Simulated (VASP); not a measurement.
The system is BN (Qingsongite).

```
B N
1.0
     0.00000    1.80482    1.80482
     1.80482    0.00000    1.80482
     1.80482    1.80482    0.00000
B N
1 1
Direct
  0.00000 0.00000 0.00000
  0.25000 0.25000 0.25000
```

Base run:

* Program: VASP 6.6.1
* Functional: PBE
* Potentials or basis: VASP PAW PBE potentials, release 64 (B, N)
* Cutoff: 520 eV
* k mesh: 12 × 12 × 12
* Occupations: gaussian, width 0.01 eV
* Spin: no spin polarisation

Its results: band gap on the k mesh 4.46 eV, indirect (least direct gap 8.84 eV); pressure 5.0 GPa.

**Question.** The run is repeated on the same cell with these changes: functional from PBE to r2SCAN. What comes out?

**Answer.** Band gap on the k mesh 4.98 eV, indirect (least direct gap 9.55 eV); pressure 1.1 GPa.

r2SCAN gives the wider gap, since meta-GGAs in the generalised Kohn-Sham scheme recover part of the derivative discontinuity.

Caveats: the PAW data sets were made with another functional, which shifts forces and pressure a little (some runs).

A k mesh can miss the band edges.
